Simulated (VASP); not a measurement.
**MoS2: single point with r2SCAN+D4**

Crystal: MoS2.

```
CELL_PARAMETERS angstrom
3.22747 0.00000 0.00000
-1.61373 2.79507 0.00000
0.00000 0.00000 6.31247
ATOMIC_POSITIONS crystal
Mo 0.00000 0.00000 0.50000
S 0.33333 0.66667 0.25532
S 0.66667 0.33333 0.74468
```

```
Program             : VASP 6.6.1
Task                : single point
Functional          : r2SCAN
Dispersion          : D4
Potentials or basis : VASP PAW PBE potentials, release 64 (Mo_sv, S)
Cutoff              : 520 eV
k mesh              : 11 × 11 × 5
Occupations         : methfessel-paxton, width 0.05 eV
Spin                : no spin polarisation
```

```yaml
Pressure: -1.0 GPa
Largest_force: 0.063 eV/Å
Band_gap_on_the_k_mesh: zero (band 13 reaches 7.19 eV, above the bottom of band 14 at 6.35 eV)
Dispersion_energy_per_atom: -0.147 eV
```

Forces on the atoms (eV/Å):
```
Mo   0.000  0.000  0.000
S    0.000  0.000 -0.063
S    0.000  0.000  0.063
```

Stress tensor (GPa, compression positive):
```
-1.03  0.00  0.00
 0.00 -1.03  0.00
 0.00  0.00 -0.94
```

Levels at points of the mesh, in eV from the Fermi level:
```csv
k point,band 9,band 10,band 11,band 12,band 13,band 14,band 15,band 16,band 17,band 18
"(0.00, 0.00, 0.00)",-4.33,-2.08,-1.13,-1.06,-1.06,-0.48,-0.48,3.28,3.28,6.57
```

It took 120 s on 1 thread of Intel(R) Xeon(R) Platinum 8488C (Sapphire Rapids) (shared host), peak memory 0.22 GiB.

Caveat: the PAW data sets were made with another functional, which shifts forces and pressure a little.
